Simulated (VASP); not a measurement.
HgTe:

```
Hg Te
1.0
     0.00000    3.47767    3.28920
     3.47767    0.00000    3.28920
     3.47767    3.47767    0.00000
Hg Te
1 1
Direct
  0.00000 0.00000 0.00000
  0.25000 0.25000 0.25000
```

This cell differs from its parent crystal: biaxial xy strain +5.7%.

Base run:

* Program: VASP 6.6.1
* Functional: PBE
* Potentials or basis: VASP PAW PBE potentials, release 64 (Hg, Te)
* Cutoff: 520 eV
* k mesh: 6 × 6 × 6
* Occupations: fermi-dirac, width 0.02 eV
* Spin: no spin polarisation

Its results: band gap on the k mesh 0.14 eV; pressure -2.1 GPa.

Task: The run is repeated on the same cell with these changes: functional from PBE to r2SCAN. What comes out?

Result: Band gap on the k mesh 0.14 eV; pressure -3.4 GPa.

Caveats: spin-orbit coupling is left out, which moves the levels of the heavy elements; the cell stands under tension (at least some runs); the PAW data sets were made with another functional, which shifts forces and pressure a little (at least some runs).

